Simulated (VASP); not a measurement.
# KF in VASP: notebook

The runs below take KF through single point, with LDA, r2SCAN+rVV10, PBE+D4.

Program: VASP 6.6.1. These are calculated values, not measurements. Logs are shortened: lines on timing, memory, paths and dates and some standing lists are left out, and cuts for length are marked.

## 1. The cell of the first run

It takes space group Pm-3m (No. 221, cubic). The conventional cell has a = 3.302 Å, b = 3.302 Å, c = 3.302 Å, α = 90.00°, β = 90.00°, γ = 90.00°. K (site symmetry m-3m) has 8 F at 2.86 Å and 6 K at 3.30 Å within 3.8 Å. Within 3.8 Å of F (site symmetry m-3m) lie 8 K at 2.86 Å and 6 F at 3.30 Å.

## 2. Single point, LDA, collinear spin, ferromagnetic start

Input file INCAR:

```
SYSTEM = KF
PREC = Accurate ; ENCUT = 520
EDIFF = 1E-6 ; ISMEAR = 0
SIGMA = 0.02 ; LREAL = .FALSE.
LASPH = .TRUE. ; NELM = 150
ALGO = Normal ; ISIF = 2
LWAVE = .FALSE. ; LCHARG = .FALSE.
ISPIN = 2 ; MAGMOM = 0.5 0
LORBIT = 11 ; NBANDS = 19
```

Input file KPOINTS:

```
regular mesh
0
G
  8 8 8
  0 0 0
```

Input file POSCAR:

```
KF
1.0
    3.3018409049      0.0000000000      0.0000000000
    0.0000000000      3.3018409049      0.0000000000
    0.0000000000      0.0000000000      3.3018409049
K F
1 1
Direct
    0.0000000000      0.0000000000      0.0000000000
    0.5000000000      0.5000000000      0.5000000000
```

Potentials or basis: VASP PAW LDA potentials, release 64 (K_sv, F).

Command:

```
> cat potpaw_LDA.64/K_sv/POTCAR potpaw_LDA.64/F/POTCAR > POTCAR
> mpirun -np 1 vasp_std > vasp.out
```

OUTCAR:

```text
SYSTEM = KF
   PREC = Accurate
   ENCUT = 520
   EDIFF = 1E-6
   ISMEAR = 0
   LREAL = .FALSE.
   LASPH = .TRUE.
   NELM = 150
   ISIF = 2
   ISPIN = 2
   LORBIT = 11

 ion  position               nearest neighbor table
   1  0.000  0.000  0.000-
   2  0.500  0.500  0.500-

  LATTYP: Found a simple cubic cell.
 ALAT       =     3.3018409049

  Lattice vectors:

 A1 = (   3.3018409049,   0.0000000000,   0.0000000000)
 A2 = (   0.0000000000,   3.3018409049,   0.0000000000)
 A3 = (   0.0000000000,   0.0000000000,   3.3018409049)

Analysis of symmetry for initial positions (statically):
=====================================================================
 Subroutine PRICEL returns:
 Original cell was already a primitive cell.

 Routine SETGRP: Setting up the symmetry group for a
 simple cubic supercell.

 Subroutine GETGRP returns: Found 48 space group operations
 (whereof 48 operations were pure point group operations)
 out of a pool of 48 trial point group operations.

The static configuration has the point symmetry O_h .

Analysis of symmetry for dynamics (positions and initial velocities):
=====================================================================
 Subroutine PRICEL returns:
 Original cell was already a primitive cell.

 Routine SETGRP: Setting up the symmetry group for a
 simple cubic supercell.

 Subroutine GETGRP returns: Found 48 space group operations
 (whereof 48 operations were pure point group operations)
 out of a pool of 48 trial point group operations.

The dynamic configuration has the point symmetry O_h .

Analysis of structural, dynamic, and magnetic symmetry:
=====================================================================
 Subroutine PRICEL returns:
 Original cell was already a primitive cell.

 Routine SETGRP: Setting up the symmetry group for a
 simple cubic supercell.

 Subroutine GETGRP returns: Found 48 space group operations
 (whereof 48 operations were pure point group operations)
 out of a pool of 48 trial point group operations.

The overall configuration has the point symmetry O_h .

 Subroutine INISYM returns: Found 48 space group operations
 (whereof 48 operations are pure point group operations),
 and found     1 'primitive' translations

----------------------------------------------------------------------------------------

                                     Primitive cell

  volume of cell :      35.9972

  direct lattice vectors                    reciprocal lattice vectors
     3.301840905  0.000000000  0.000000000     0.302861352  0.000000000  0.000000000
     0.000000000  3.301840905  0.000000000     0.000000000  0.302861352  0.000000000
     0.000000000  0.000000000  3.301840905     0.000000000  0.000000000  0.302861352

  length of vectors
     3.301840905  3.301840905  3.301840905     0.302861352  0.302861352  0.302861352

  position of ions in fractional coordinates (direct lattice)
     0.000000000  0.000000000  0.000000000
     0.500000000  0.500000000  0.500000000

  ion indices of the primitive-cell ions
   primitive index   ion index
                 1           1
                 2           2

----------------------------------------------------------------------------------------

 KPOINTS: regular mesh

Automatic generation of k-mesh.
 Grid dimensions read from file:
 generate k-points for:    8    8    8

 Generating k-lattice:

  Cartesian coordinates                     Fractional coordinates (reciprocal lattice)
     0.037857669  0.000000000  0.000000000     0.125000000  0.000000000  0.000000000
     0.000000000  0.037857669  0.000000000     0.000000000  0.125000000  0.000000000
     0.000000000  0.000000000  0.037857669     0.000000000  0.000000000  0.125000000

  Length of vectors
     0.037857669  0.037857669  0.037857669

  Shift w.r.t. Gamma in fractional coordinates (k-lattice)
     0.000000000  0.000000000  0.000000000

 Subroutine IBZKPT returns following result:
 ===========================================

 Found     35 irreducible k-points:

 Following reciprocal coordinates:
            Coordinates               Weight
  0.000000  0.000000  0.000000      1.000000
  0.125000  0.000000  0.000000      6.000000
  0.250000  0.000000  0.000000      6.000000
  0.375000  0.000000  0.000000      6.000000
  0.500000  0.000000  0.000000      3.000000
  0.125000  0.125000  0.000000     12.000000
[... 16 lines left out ...]
  0.375000  0.375000  0.125000     24.000000
  0.500000  0.375000  0.125000     24.000000
 [... further k-points ...]
   k-points           NKPTS =     35   k-points in BZ     NKDIM =     35   number of bands    NBANDS=     19
   number of dos      NEDOS =    301   number of ions     NIONS =      2
   total plane-waves  NPLWV =  21952
   dimension x,y,z NGX =    28 NGY =   28 NGZ =   28
   dimension x,y,z NGXF=    56 NGYF=   56 NGZF=   56
   ions per type =               1   1
   NGX,Y,Z   is equivalent  to a cutoff of  14.10, 14.10, 14.10 a.u.
   NGXF,Y,Z  is equivalent  to a cutoff of  28.20, 28.20, 28.20 a.u.
 SYSTEM =  KF
   PREC   = accura    normal or accurate (medium, high low for compatibility)
   ISTART =      0    job   : 0-new  1-cont  2-samecut
   ICHARG =      2    charge: 1-file 2-atom 10-const
   ISPIN  =      2    spin polarized calculation?
   LNONCOLLINEAR =      F non collinear calculations
   LSORBIT =      F    spin-orbit coupling
   LASPH  =      T    aspherical Exc in radial PAW
   ENCUT  =  520.0 eV  38.22 Ry    6.18 a.u.   6.14  6.14  6.14*2*pi/ulx,y,z
   NELM   =    150;   NELMIN=  2; NELMDL= -5     # of ELM steps
   EDIFF  = 0.1E-05   stopping-criterion for ELM
   LREAL  =      F    real-space projection
   EDIFFG = 0.1E-04   stopping-criterion for IOM
   NSW    =      0    number of steps for IOM
   IBRION =     -1    ionic relax: 0-MD 1-quasi-New 2-CG
   NFREE  =      0    steps in history (QN), initial steepest desc. (CG)
   ISIF   =      2    stress and relaxation
   ISYM   =      2    0-nonsym 1-usesym 2-fastsym
   POTIM  = 0.5000    time-step for ionic-motion
   TEBEG  =    0.0;   TEEND  =   0.0 temperature during run
   PSTRESS=    0.0 pullay stress
   NELECT =      16.0000    total number of electrons
   NUPDOWN=      -1.0000    fix difference up-down
   EMIN   =  10.00;   EMAX   =-10.00  energy-range for DOS
   EFERMI =   0.00;   METHOD = LEGACY
   ISMEAR =     0;   SIGMA  =   0.02  broadening in eV -4-tet -1-fermi 0-gaus
   EFERMI_NEDOS =   21; number of points for ismear=-14 and -15
   IALGO  =     38    algorithm
   IMIX   =      4    mixing-type and parameters
     AMIX     =   0.40;   BMIX     =  1.00
     AMIX_MAG =   1.60;   BMIX_MAG =  1.00
  volume/ion in A,a.u.               =      18.00       121.46
  Fermi-wavevector in a.u.,A,eV,Ry     =   1.249373  2.360972 21.237771  1.560932
  Thomas-Fermi vector in A             =   2.383416
   LORBIT       =     11    0 simple, 1 ext, 2 COOP (PROOUT), +10 PAW based schemes
   GGA     = CA    functional components
   LHFCALC =     F    Hartree Fock is set to
   AEXX    =    0.0000 exact exchange contribution
   IVDW    =     0    specifies the selected vdW correction
   LEPSILON=     F    determine dielectric tensor
   LRPA    =     F    only Hartree local field effects (RPA)
 spin polarized calculation
 Gauss-broadening in eV      SIGMA  =   0.02
  energy-cutoff  :      520.00
  volume of cell :       36.00
 maximum number of plane-waves:       992
 NGX is ok and might be reduce to    28
   NGX = 13   NGY = 13   NGZ = 13

 number of electron      16.0000013 magnetization       0.0000417

 number of electron      16.0000013 magnetization      -0.0000249

 Free energy of the ion-electron system (eV)
  ---------------------------------------------------
  ext. energy  EPLUGINS =         0.00000000
  ---------------------------------------------------
  free energy    TOTEN  =        -8.81805841 eV

  energy without entropy =       -8.81805841  energy(sigma->0) =       -8.81805841

 E-fermi :  -2.4077     XC(G=0):  -9.5351

 val. band max:       -2.5785561291   @ k =   0.5000   0.5000   0.0000
 cond. band min:       3.0754555138   @ k =   0.0000   0.0000   0.0000
 fundamental gap:      5.6540116429
 Fermi energy:        -2.4077090216

 spin component 1

 k-point     1 :       0.0000    0.0000    0.0000
  band No.  band energies     occupation
      1     -29.1784      1.00000
      2     -21.0116      1.00000
      3     -12.4705      1.00000
      4     -12.4705      1.00000
      5     -12.4705      1.00000
      6      -2.6359      1.00000
[... 11 lines left out ...]
     18      18.5482      0.00000
     19      18.5482      0.00000

 k-point     2 :       0.1250    0.0000    0.0000
  band No.  band energies     occupation
      1     -29.1617      1.00000
      2     -21.0149      1.00000
      3     -12.5736      1.00000
      4     -12.4554      1.00000
      5     -12.4554      1.00000
      6      -2.8413      1.00000
[... 476 lines left out ...]
 k-point    24 :       0.5000    0.3750    0.1250
  band No.  band energies     occupation
      1     -28.9658      1.00000
      2     -20.9266      1.00000
      3     -13.1782      1.00000
      4     -13.0730      1.00000
      5     -12.4168      1.00000
      6      -3.3121      1.00000
[... 11 lines left out ...]
     18      20.2571      0.00000
     19      20.5160      0.00000

 [... further k-points ...]

 spin component 2

 k-point     1 :       0.0000    0.0000    0.0000
  band No.  band energies     occupation
      1     -29.1785      1.00000
      2     -21.0116      1.00000
      3     -12.4706      1.00000
      4     -12.4706      1.00000
      5     -12.4706      1.00000
      6      -2.6359      1.00000
[... 11 lines left out ...]
     18      18.5483      0.00000
     19      18.5483      0.00000

 k-point     2 :       0.1250    0.0000    0.0000
  band No.  band energies     occupation
      1     -29.1617      1.00000
      2     -21.0149      1.00000
      3     -12.5737      1.00000
      4     -12.4555      1.00000
      5     -12.4555      1.00000
      6      -2.8413      1.00000
[... 476 lines left out ...]
 k-point    24 :       0.5000    0.3750    0.1250
  band No.  band energies     occupation
      1     -28.9659      1.00000
      2     -20.9266      1.00000
      3     -13.1782      1.00000
      4     -13.0731      1.00000
      5     -12.4169      1.00000
      6      -3.3121      1.00000
[... 11 lines left out ...]
     18      20.2571      0.00000
     19      20.5160      0.00000

 [... further k-points ...]
[... 5 lines left out ...]
  --------------------------------------------------------------------------------------
  -------------------------------------------------------------------------------------
  Total       -1.4407991     -1.4407991     -1.4407991     -0.0000000     -0.0000000     -0.0000000
  in kB      -64.1276882    -64.1276882    -64.1276882     -0.0000000     -0.0000000     -0.0000000
  external PRESSURE =     -64.1276882 kB  Pullay stress =       0.0000000 kB

 VOLUME and BASIS-vectors are now :
 -----------------------------------------------------------------------------
  energy-cutoff  :      520.00
  volume of cell :       36.00
      direct lattice vectors                 reciprocal lattice vectors
     3.301840905  0.000000000  0.000000000     0.302861352  0.000000000  0.000000000
     0.000000000  3.301840905  0.000000000     0.000000000  0.302861352  0.000000000
     0.000000000  0.000000000  3.301840905     0.000000000  0.000000000  0.302861352

 POSITION                                       TOTAL-FORCE (eV/Angst)
 -----------------------------------------------------------------------------------
      0.00000      0.00000      0.00000         0.000000      0.000000      0.000000
      1.65092      1.65092      1.65092         0.000000      0.000000      0.000000
 -----------------------------------------------------------------------------------
    total drift:                                0.000000      0.000000      0.000000

  FREE ENERGIE OF THE ION-ELECTRON SYSTEM (eV)
  ---------------------------------------------------
  free  energy   TOTEN  =        -8.8180584133 eV

  energy  without entropy=       -8.8180584133  energy(sigma->0) =       -8.81805841

 total charge

# of ion       s       p       d       tot
------------------------------------------
    1        1.953   5.559   0.027   7.540
    2        1.721   4.308   0.000   6.029
--------------------------------------------------
tot          3.674   9.868   0.027  13.569

 magnetization (x)

# of ion       s       p       d       tot
------------------------------------------
    1        0.000   0.000  -0.000   0.000
    2       -0.000  -0.000   0.000  -0.000
--------------------------------------------------
tot          0.000   0.000  -0.000   0.000
```

Wall time 46 s (1 thread of Intel Xeon Platinum 8259CL at 2.50GHz (Skylake/Cascade Lake), shared host); peak memory 0.17 GiB.

Results:

| Property | Result |
| --- | --- |
| Free energy | -8.8181 eV |
| Pressure | -6.4 GPa |
| Band gap on the k mesh | 5.65 eV, indirect (least direct gap 5.71 eV) |
| Net moment | 0.00 μB per cell |
| Valence electrons inside the program's atomic spheres | K 7.54; F 6.03 |

Levels at points of the mesh, in eV from the valence-band top:
Spin up:
| k point | band 4 | band 5 | band 6 | band 7 | band 8 | band 9 | band 10 | band 11 | band 12 | band 13 |
| --- | --- | --- | --- | --- | --- | --- | --- | --- | --- | --- |
| (0.00, 0.00, 0.00) | -9.89 | -9.89 | -0.06 | -0.06 | -0.06 | 5.65 | 8.03 | 8.03 | 13.61 | 13.61 |
| (0.50, 0.00, 0.00) | -9.79 | -9.79 | -1.22 | -0.16 | -0.16 | 8.84 | 9.04 | 10.17 | 12.14 | 12.14 |
| (0.50, 0.50, 0.00) | -10.63 | -9.71 | -0.62 | -0.62 | 0.00 | 8.15 | 8.59 | 11.61 | 11.61 | 13.42 |
| (0.50, 0.50, 0.50) | -10.45 | -10.45 | -1.01 | -1.01 | -1.01 | 10.09 | 10.09 | 10.09 | 14.36 | 14.36 |
Spin down:
```csv
k point,band 6,band 7,band 8,band 9,band 10,band 11
"(0.00, 0.00, 0.00)",-0.06,-0.06,-0.06,5.65,8.03,8.03
"(0.50, 0.00, 0.00)",-1.22,-0.16,-0.16,8.84,9.04,10.17
"(0.50, 0.50, 0.00)",-0.62,-0.62,0.00,8.15,8.59,11.61
"(0.50, 0.50, 0.50)",-1.01,-1.01,-1.01,10.09,10.09,10.09
```

## 3. Single point, LDA, collinear spin, ferromagnetic start

This run uses another cell than the first one, of 18.34 Å³/atom, 1.019 times its volume.

Input file INCAR:

```
PREC = Accurate
ENCUT = 520
EDIFF = 1E-6
ISMEAR = 0
SIGMA = 0.02
LREAL = F
LASPH = T
NELM = 150
ALGO = Normal
ISIF = 2
LWAVE = F
LCHARG = F
ISPIN = 2
MAGMOM = 0.5 0
LORBIT = 11
NBANDS = 19
```

Input file KPOINTS:

```
Automatic mesh
0
Gamma
  8 8 8
```

Input file POSCAR:

```
KF
1.0
    3.3228723057      0.0000000000      0.0000000000
    0.0000000000      3.3228723057      0.0000000000
    0.0000000000      0.0000000000      3.3228723057
K F
1 1
Direct
    0.0000000000      0.0000000000      0.0000000000
    0.5000000000      0.5000000000      0.5000000000
```

Potentials or basis: VASP PAW LDA potentials, release 64 (K_sv, F).

Command:

```
> cat potpaw_LDA.64/K_sv/POTCAR potpaw_LDA.64/F/POTCAR > POTCAR
> mpirun -np 1 vasp_std > vasp.out
```

It took 49 s on 1 thread of Intel Xeon Platinum 8259CL at 2.50GHz (Skylake/Cascade Lake), shared host; peak memory 0.17 GiB.

It converged, with:

* Free energy: -8.7906 eV
* Pressure: -6.7 GPa
* Band gap on the k mesh: 5.53 eV, indirect (least direct gap 5.59 eV)
* Net moment: 0.00 μB per cell
* Valence electrons inside the program's atomic spheres: K 7.54; F 6.03

Levels at points of the mesh, in eV from the valence-band top:
Spin up:
| k point | band 6 | band 7 | band 8 | band 9 | band 10 | band 11 |
| --- | --- | --- | --- | --- | --- | --- |
| (0.00, 0.00, 0.00) | -0.06 | -0.06 | -0.06 | 5.53 | 8.01 | 8.01 |
| (0.50, 0.00, 0.00) | -1.20 | -0.15 | -0.15 | 8.72 | 9.00 | 10.00 |
| (0.50, 0.50, 0.00) | -0.61 | -0.61 | 0.00 | 8.10 | 8.52 | 11.54 |
| (0.50, 0.50, 0.50) | -0.98 | -0.98 | -0.98 | 10.01 | 10.01 | 10.01 |
Spin down:
| k point | band 4 | band 5 | band 6 | band 7 | band 8 | band 9 | band 10 | band 11 | band 12 | band 13 |
| --- | --- | --- | --- | --- | --- | --- | --- | --- | --- | --- |
| (0.00, 0.00, 0.00) | -9.96 | -9.96 | -0.06 | -0.06 | -0.06 | 5.53 | 8.01 | 8.01 | 13.49 | 13.49 |
| (0.50, 0.00, 0.00) | -9.86 | -9.86 | -1.20 | -0.15 | -0.15 | 8.72 | 9.00 | 10.00 | 12.04 | 12.04 |
| (0.50, 0.50, 0.00) | -10.66 | -9.79 | -0.61 | -0.61 | 0.00 | 8.10 | 8.52 | 11.54 | 11.54 | 13.22 |
| (0.50, 0.50, 0.50) | -10.49 | -10.49 | -0.98 | -0.98 | -0.98 | 10.01 | 10.01 | 10.01 | 14.16 | 14.16 |

[end of part 1 of 2]
